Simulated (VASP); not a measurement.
A run of VASP 6.6.1 is set up as follows.

Contents of INCAR:

```
SYSTEM = CsPbBr3
PREC     = Accurate       ! precision mode
ENCUT    = 520            ! plane-wave cutoff, eV
EDIFF    = 1E-6           ! SCF threshold, eV
ISMEAR   = 0              ! smearing method
SIGMA    = 0.02           ! smearing width, eV
LREAL    = .False.        ! projectors in reciprocal space
LASPH    = .True.         ! aspherical terms in the spheres
NELM     = 80             ! most SCF steps
ALGO     = Normal         ! electronic algorithm
ISIF     = 2              ! what is computed and relaxed
LWAVE    = .False.        ! write WAVECAR
LCHARG   = .True.         ! write CHGCAR
GGA      = PS             ! functional
LELF     = .True.         ! ELF
LVHAR    = .True.       
NBANDS   = 30             ! bands
```

The input KPOINTS:

```
Automatic mesh
0
Gamma
  6 6 6
  0 0 0
```

Contents of POSCAR:

```
CsPbBr3
1.0
    5.7418862927      0.0000000000      0.0000000000
    0.0000000000      5.7418862927      0.0000000000
    0.0000000000      0.0000000000      5.7418862927
Cs Pb Br
1 1 3
Direct
    0.0000000000      0.0000000000      0.0000000000
    0.5000000000      0.5000000000      0.5000000000
    0.0000000000      0.5000000000      0.5000000000
    0.5000000000      0.0000000000      0.5000000000
    0.5000000000      0.5000000000      0.0000000000
```

Potentials or basis: VASP PAW PBE potentials, release 64 (Cs_sv, Pb_d, Br).

Run with:

```console
$ cat potpaw_PBE.64/Cs_sv/POTCAR potpaw_PBE.64/Pb_d/POTCAR potpaw_PBE.64/Br/POTCAR > POTCAR
$ mpirun -np 1 vasp_std > vasp.out
```

Estimate the band gap on the k mesh.

1.12 eV.

Predict the pressure.

1.7 GPa.

Caveat: the PAW data sets were made with another functional, which shifts forces and pressure a little; spin-orbit coupling is left out, which moves the levels of the heavy elements. As with any semilocal functional, this PBEsol gap is likely too small.
